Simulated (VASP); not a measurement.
# Si16H6O in VASP: notebook

Si16H6O is run at these levels: PBEsol; tasks: single point.

All numbers are computed with VASP 6.6.1; they aren't measurements. Logs are shortened: lines on timing, memory, paths and dates and some standing lists are left out, and cuts for length are marked.

### Step 1. The cell of the first run

The cell holds a slab with vacuum, 23 atoms: a = 7.679 Å, b = 7.679 Å, c = 18.419 Å, α = 90.00°, β = 90.00°, γ = 60.00°.

### Step 2. Single point, PBEsol

File INCAR:

```
ALGO     = Normal         # electronic algorithm
EDIFF    = 1E-7           # SCF threshold, eV
ENCUT    = 520            # plane-wave cutoff, eV
GGA      = PS             # functional
ISIF     = 2              # what is computed and relaxed
ISMEAR   = -1             # smearing method
LASPH    = T              # aspherical terms in the spheres
LCHARG   = T              # write CHGCAR
LELF     = T              # ELF
LREAL    = Auto         
LVHAR    = T            
LWAVE    = F              # write WAVECAR
NBANDS   = 55             # bands
NELM     = 80             # most SCF steps
PREC     = Accurate       # precision mode
SIGMA    = 0.02           # smearing width, eV
```

File KPOINTS:

```
k-points
0
Gamma
  2 2 1
```

File POSCAR:

```
Si16H6O
1.0
    7.6791800000      0.0000000000      0.0000000000
    3.8395900000      6.6503650000      0.0000000000
    0.0000000000      0.0000000000     18.4187650000
H Si O
6 16 1
Direct
    0.1666668792      0.1666675438      0.0542924566
    0.6666681814      0.1666675438      0.0542924566
    0.1666662146      0.6666701752      0.0542924566
    0.6666675168      0.6666701752      0.0542924566
    0.5969120227      0.3131858176      0.4470766634
    0.7039775375      0.4491182063      0.4442806019
    0.1666668792      0.1666675438      0.1357311416
    0.6666681814      0.1666675438      0.1357311416
    0.1666662146      0.6666701752      0.1357311416
    0.6666675168      0.6666701752      0.1357311416
   -0.1670514153      0.3352748308      0.1776720643
    0.3173159298      0.3468531426      0.1813150882
   -0.1536355916      0.8160755086      0.1803812579
    0.3439193998      0.8367510655      0.1863479989
   -0.2197309332      0.3071560734      0.2976095303
    0.2591359095      0.2892623187      0.3032342288
   -0.1875723821      0.8035498803      0.3042875024
    0.2430004641      0.8237743342      0.3189953289
   -0.0842883164      0.0161645263      0.3690584032
    0.4788169911     -0.0970473049      0.2967082755
   -0.0784920922      0.4863943558      0.3626301763
    0.4467201036      0.4610273271      0.3253855511
    0.5720994245      0.4506068464      0.4472666870
```

Potentials or basis: VASP PAW PBE potentials, release 64 (H, Si, O).

Launch:

```
$ cat potpaw_PBE.64/H/POTCAR potpaw_PBE.64/Si/POTCAR potpaw_PBE.64/O/POTCAR > POTCAR
$ mpirun -np 1 vasp_std > vasp.out
```

OUTCAR:

```text
EDIFF = 1E-7
   ENCUT = 520
   GGA = PS
   ISIF = 2
   ISMEAR = -1
   LASPH = T
   LREAL = Auto
   NELM = 80
   PREC = Accurate

 ion  position               nearest neighbor table
   1  0.167  0.167  0.054-   7 1.50
   2  0.667  0.167  0.054-   8 1.50
   3  0.167  0.667  0.054-   9 1.50
   4  0.667  0.667  0.054-  10 1.50
   5  0.597  0.313  0.447-  23 0.97
   6  0.704  0.449  0.444-  23 1.01
   7  0.167  0.167  0.136-   1 1.50  11 2.35  12 2.36  14 2.39
   8  0.667  0.167  0.136-   2 1.50  11 2.36  12 2.47  13 2.47
   9  0.167  0.667  0.136-   3 1.50  13 2.28  12 2.29  14 2.49
  10  0.667  0.667  0.136-   4 1.50  11 2.34  13 2.34  14 2.34
  11  0.833  0.335  0.178-  15 2.28  10 2.34   7 2.35   8 2.36
  12  0.317  0.347  0.181-   9 2.29   7 2.36  16 2.37   8 2.47  22 3.11
  13  0.846  0.816  0.180-   9 2.28  17 2.30  10 2.34   8 2.47
  14  0.344  0.837  0.186-  10 2.34   7 2.39  20 2.45   9 2.49  18 2.58
  15  0.780  0.307  0.298-  11 2.28  22 2.28  19 2.34  21 2.45
  16  0.259  0.289  0.303-  12 2.37  22 2.43  21 2.51  20 2.58
  17  0.812  0.804  0.304-  20 2.28  13 2.30  21 2.40  19 2.45
  18  0.243  0.824  0.319-  20 2.22  19 2.37  22 2.42  14 2.58
  19  0.916  0.016  0.369-  15 2.34  18 2.37  17 2.45
  20  0.479  0.903  0.297-  18 2.22  17 2.28  14 2.45  16 2.58
  21  0.922  0.486  0.363-  17 2.40  15 2.45  16 2.51
  22  0.447  0.461  0.325-  15 2.28  18 2.42  16 2.43  23 2.43  12 3.11
  23  0.572  0.451  0.447-   5 0.97   6 1.01  22 2.43

  LATTYP: Found a hexagonal cell.
 ALAT       =     7.6791800344
 C/A-ratio  =     2.3985327753

  Lattice vectors:

 A1 = (  -3.8395900000,  -6.6503650000,   0.0000000000)
 A2 = (   7.6791800000,   0.0000000000,   0.0000000000)
 A3 = (   0.0000000000,   0.0000000000,  18.4187650000)

Analysis of symmetry for initial positions (statically):
=====================================================================
 Subroutine PRICEL returns:
 Original cell was already a primitive cell.

 Routine SETGRP: Setting up the symmetry group for a
 hexagonal supercell.

 Subroutine GETGRP returns: Found  1 space group operations
 (whereof  1 operations were pure point group operations)
 out of a pool of 24 trial point group operations.

The static configuration has the point symmetry C_1 .

Analysis of symmetry for dynamics (positions and initial velocities):
=====================================================================
 Subroutine PRICEL returns:
[... 133 lines left out ...]
   NSW    =      0    number of steps for IOM
   IBRION =     -1    ionic relax: 0-MD 1-quasi-New 2-CG
   NFREE  =      0    steps in history (QN), initial steepest desc. (CG)
   ISIF   =      2    stress and relaxation
   ISYM   =      2    0-nonsym 1-usesym 2-fastsym
   POTIM  = 0.5000    time-step for ionic-motion
   TEBEG  =    0.0;   TEEND  =   0.0 temperature during run
   PSTRESS=    0.0 pullay stress
   NELECT =      76.0000    total number of electrons
   NUPDOWN=      -1.0000    fix difference up-down
   EMIN   =  10.00;   EMAX   =-10.00  energy-range for DOS
   EFERMI =   0.00;   METHOD = LEGACY
   ISMEAR =    -1;   SIGMA  =   0.02  broadening in eV -4-tet -1-fermi 0-gaus
   EFERMI_NEDOS =   21; number of points for ismear=-14 and -15
   IALGO  =     38    algorithm
   IMIX   =      4    mixing-type and parameters
     AMIX     =   0.40;   BMIX     =  1.00
     AMIX_MAG =   1.60;   BMIX_MAG =  1.00
  volume/ion in A,a.u.               =      40.90       275.99
  Fermi-wavevector in a.u.,A,eV,Ry     =   0.707738  1.337431  6.815061  0.500893
  Thomas-Fermi vector in A             =   1.793866
   LORBIT       =      0    0 simple, 1 ext, 2 COOP (PROOUT), +10 PAW based schemes
   GGA     = PS    functional components
   LHFCALC =     F    Hartree Fock is set to
   AEXX    =    0.0000 exact exchange contribution
   IVDW    =     0    specifies the selected vdW correction
   LEPSILON=     F    determine dielectric tensor
   LRPA    =     F    only Hartree local field effects (RPA)
 non-spin polarized calculation
  energy-cutoff  :      520.00
  volume of cell :      940.63
 maximum number of plane-waves:     25382
 NGX is ok and might be reduce to    60
   NGX = 29   NGY = 29   NGZ = 69

 number of electron      76.0000002 magnetization

 Free energy of the ion-electron system (eV)
  ---------------------------------------------------
  ext. energy  EPLUGINS =         0.00000000
  ---------------------------------------------------
  free energy    TOTEN  =      -112.54771394 eV

  energy without entropy =     -112.54767331  energy(sigma->0) =     -112.54769363

 E-fermi :  -0.8130     XC(G=0):  -4.3416

 val. band max:       -0.9998126465   @ k =   0.5000   0.0000   0.0000
 cond. band min:      -0.6420790317   @ k =   0.0000   0.0000   0.0000
 fundamental gap:      0.3577336149
 Fermi energy:        -0.8129709992

 k-point     1 :       0.0000    0.0000    0.0000
  band No.  band energies     occupation
      1     -22.5580      2.00000
      2     -12.6775      2.00000
      3     -11.1779      2.00000
      4     -10.7101      2.00000
      5     -10.6681      2.00000
      6     -10.3741      2.00000
[... 201 lines left out ...]
     49       2.3098      0.00000
     50       2.4192      0.00000
 [bands above 50 left out]

------------------------ aborting loop because EDIFF is reached ----------------------------------------

  FORCE on cell =-STRESS in cart. coord.  units (eV):
  Direction    XX          YY          ZZ          XY          YZ          ZX
  --------------------------------------------------------------------------------------
  -------------------------------------------------------------------------------------
  Total       -3.8497658     -4.2026081      0.8174861     -1.4341997     -1.4727062     -1.0759454
  in kB       -6.5572849     -7.1582794      1.3924196     -2.4428644     -2.5084524     -1.8326520
  external PRESSURE =      -4.1077149 kB  Pullay stress =       0.0000000 kB

 VOLUME and BASIS-vectors are now :
 -----------------------------------------------------------------------------
  energy-cutoff  :      520.00
  volume of cell :      940.63
      direct lattice vectors                 reciprocal lattice vectors
     7.679180000  0.000000000  0.000000000     0.130222237 -0.075183843  0.000000000
     3.839590000  6.650365000  0.000000000     0.000000000  0.150367687  0.000000000
     0.000000000  0.000000000 18.418765000     0.000000000  0.000000000  0.054292457

 POSITION                                       TOTAL-FORCE (eV/Angst)
 -----------------------------------------------------------------------------------
      1.91980      1.10840      1.00000        -0.041009     -0.077426     -0.126619
      5.75940      1.10840      1.00000        -0.265316     -0.095421     -0.209048
      3.83960      4.43360      1.00000         0.167732      0.105062     -0.096649
      7.67920      4.43360      1.00000        -0.179433      0.014950     -0.136693
      5.78630      2.08280      8.23460         0.337632     -0.532252      0.390000
      7.13040      2.98680      8.18310        -0.210456     -0.220776     -0.217586
[... 15 lines left out ...]
      5.20060      3.06600      5.99320        -0.949766      0.210828      0.151930
      6.12340      2.99670      8.23810        -0.676095      0.726049     -0.432907
 -----------------------------------------------------------------------------------
    total drift:                                0.009741     -0.001004     -0.001289

  FREE ENERGIE OF THE ION-ELECTRON SYSTEM (eV)
  ---------------------------------------------------
  free  energy   TOTEN  =      -112.5477139434 eV

  energy  without entropy=     -112.5476733139  energy(sigma->0) =     -112.54769363
```

OSZICAR:

```text
N       E                     dE             d eps       ncg     rms          rms(c)
DAV:   1     0.376786912750E+03    0.37679E+03   -0.24836E+04   440   0.101E+03
DAV:   2    -0.626284345165E+02   -0.43942E+03   -0.42318E+03   609   0.188E+02
DAV:   3    -0.115299380414E+03   -0.52671E+02   -0.51864E+02   576   0.643E+01
[... 19 lines left out ...]
DAV:  23    -0.112547712289E+03   -0.16778E-05   -0.44330E-08   408   0.592E-04    0.211E-04
DAV:  24    -0.112547713589E+03   -0.13004E-05   -0.79553E-08   416   0.510E-04    0.186E-04
DAV:  25    -0.112547713779E+03   -0.18940E-06   -0.11370E-08   368   0.411E-04    0.815E-05
DAV:  26    -0.112547713894E+03   -0.11555E-06   -0.73074E-09   368   0.223E-04    0.831E-05
DAV:  27    -0.112547713943E+03   -0.49024E-07   -0.36951E-09   352   0.149E-04
   1 F= -.11254771E+03 E0= -.11254769E+03  d E =-.406295E-04
```

stdout:

```text
POSCAR found type information on POSCAR H SiO
 POSCAR found :  3 types and      23 ions
 scaLAPACK will be used
 -----------------------------------------------------------------------------
|                                                                             |
|                                                                             |
|     You enforced a specific xc type in the INCAR file but a different       |
|     I HOPE YOU KNOW WHAT YOU ARE DOING!                                     |
|                                                                             |
 -----------------------------------------------------------------------------

 LDA part: xc-table for (Slater+PW92), standard interpolation
 POSCAR, INCAR and KPOINTS ok, starting setup
 FFT: planning ... GRIDC
 FFT: planning ... GRID_SOFT
 FFT: planning ... GRID
 WAVECAR not read
 entering main loop
```

Wall time 8.7 min (1 thread of Intel Xeon Platinum 8259CL at 2.50GHz (Skylake/Cascade Lake), shared host); peak memory 0.97 GiB.

What came out:

```yaml
Free_energy: -112.5477 eV
Largest_force: 2.100 eV/Å
Band_gap_on_the_k_mesh: 0.36 eV (least direct gap 0.41 eV)
```

Forces in eV/Å, atoms in the order of the input:
```
H   -0.041 -0.077 -0.127
H   -0.265 -0.095 -0.209
H    0.168  0.105 -0.097
H   -0.179  0.015 -0.137
H    0.338 -0.532  0.390
H   -0.210 -0.221 -0.218
Si   0.001  0.057  0.413
Si  -0.305 -0.291  0.657
Si   0.580  0.222  0.486
Si   0.435 -0.353  0.062
Si  -0.590 -0.466 -0.665
Si   1.000 -0.976 -0.290
Si  -0.514  1.422 -0.462
Si  -0.567  0.349 -0.606
Si   1.223  0.539  0.056
Si   0.178  0.018  0.804
Si   0.733 -0.597  0.282
Si  -0.757 -0.731  0.301
Si  -0.232 -0.779 -0.295
Si   0.063  2.089  0.207
Si   0.569 -0.635 -0.273
Si  -0.950  0.211  0.152
O   -0.676  0.726 -0.433
```

Caveat: the k points lie up to 0.47 Å⁻¹ apart; the atoms stand as in a frame of molecular dynamics; there is no dipole correction, which matters where the two faces differ; semilocal functionals underestimate gaps, and a narrow one can read as zero; the PAW data sets were made with another functional, which shifts forces and pressure a little.

### Step 3. Single point, PBEsol

File INCAR:

```
PREC = Accurate
ENCUT = 520
EDIFF = 1E-6
ISMEAR = -1
SIGMA = 0.02
LREAL = Auto
LASPH = T
NELM = 100
ALGO = Normal
ISIF = 2
LWAVE = F
LCHARG = F
GGA = PS
NBANDS = 55
```

File KPOINTS:

```
regular mesh
0
Gamma
  2 2 1
```

File POSCAR:

```
Si16H6O
1.0
    7.6791800000      0.0000000000      0.0000000000
    3.8395900000      6.6503650000      0.0000000000
    0.0000000000      0.0000000000     18.4187650000
H Si O
6 16 1
Direct
    0.1666668792      0.1666675438      0.0542924566
    0.6666681814      0.1666675438      0.0542924566
    0.1666662146      0.6666701752      0.0542924566
    0.6666675168      0.6666701752      0.0542924566
    0.6178922066      0.3622507938      0.4869056096
    0.6400754165      0.4966795056      0.4365656438
    0.1666668792      0.1666675438      0.1357311416
    0.6666681814      0.1666675438      0.1357311416
    0.1666662146      0.6666701752      0.1357311416
    0.6666675168      0.6666701752      0.1357311416
   -0.1564091797      0.3052915141      0.1727640263
    0.3314901556      0.3264482476      0.1862122678
   -0.1671407303      0.8420440081      0.1741484839
    0.3324177699      0.8286312105      0.1866791829
   -0.2103236628      0.3025097119      0.3018714881
    0.2469674370      0.2871120608      0.3114486775
   -0.1805835906      0.7876710526      0.3014805824
    0.2313057273      0.8177596267      0.3304564665
   -0.0966160232      0.0044358468      0.3781795359
    0.4649511069     -0.0856193607      0.2898674260
   -0.0756095240      0.4778685080      0.3665772379
    0.4171630599      0.4491182063      0.3251412350
    0.5394139710      0.4483663679      0.4483905408
```

Potentials or basis: VASP PAW PBE potentials, release 64 (H, Si, O).

Launch:

```
$ cat potpaw_PBE.64/H/POTCAR potpaw_PBE.64/Si/POTCAR potpaw_PBE.64/O/POTCAR > POTCAR
$ mpirun -np 1 vasp_std > vasp.out
```

It took 7.8 min on 1 thread of Intel Xeon Platinum 8259CL at 2.50GHz (Skylake/Cascade Lake), shared host; peak memory 0.97 GiB.

The run converged. Its results:

```yaml
Free_energy: -112.2828 eV
Largest_force: 2.522 eV/Å
Band_gap_on_the_k_mesh: 0.58 eV
```

Forces in eV/Å, atoms in the order of the input:
```
H    0.075 -0.023 -0.153
H   -0.373 -0.031 -0.203
H    0.300  0.027 -0.122
H   -0.236  0.022 -0.203
H   -0.352 -1.446  1.191
H   -1.220 -0.064 -0.242
Si   0.465 -0.973  0.214
Si  -1.240  0.005 -0.334
Si  -0.246 -0.660  0.849
Si   0.113 -0.842  0.405
Si   0.078  2.114  1.269
Si   0.431  0.852 -0.456
Si  -0.463 -1.220  0.702
Si   0.583  0.599 -0.751
Si  -0.501  0.156 -0.370
Si  -0.606 -0.827 -0.085
Si   0.211  0.286 -0.033
Si   0.123 -0.381 -0.196
Si  -0.125 -0.328 -0.920
Si  -0.452  0.828  0.982
Si   0.094  0.004 -0.231
Si   1.897  0.214 -0.113
O    1.445  1.684 -1.199
```

Levels at points of the mesh, in eV from the valence-band top:
| k point | band 36 | band 37 | band 38 | band 39 | band 40 | band 41 |
| --- | --- | --- | --- | --- | --- | --- |
| (0.00, 0.00, 0.00) | -0.28 | -0.11 | 0.00 | 0.58 | 1.07 | 1.34 |
| (0.50, 0.00, 0.00) | -0.49 | -0.39 | -0.02 | 0.62 | 1.50 | 1.62 |
| (0.50, 0.50, 0.00) | -0.43 | -0.29 | -0.11 | 0.69 | 1.44 | 1.69 |
| (0.00, 0.50, 0.00) | -0.86 | -0.37 | -0.11 | 1.01 | 1.53 | 1.82 |

Caveat: the k points lie up to 0.47 Å⁻¹ apart; the atoms stand as in a frame of molecular dynamics; there is no dipole correction, which matters where the two faces differ; semilocal functionals underestimate gaps, and a narrow one can read as zero; the PAW data sets were made with another functional, which shifts forces and pressure a little.
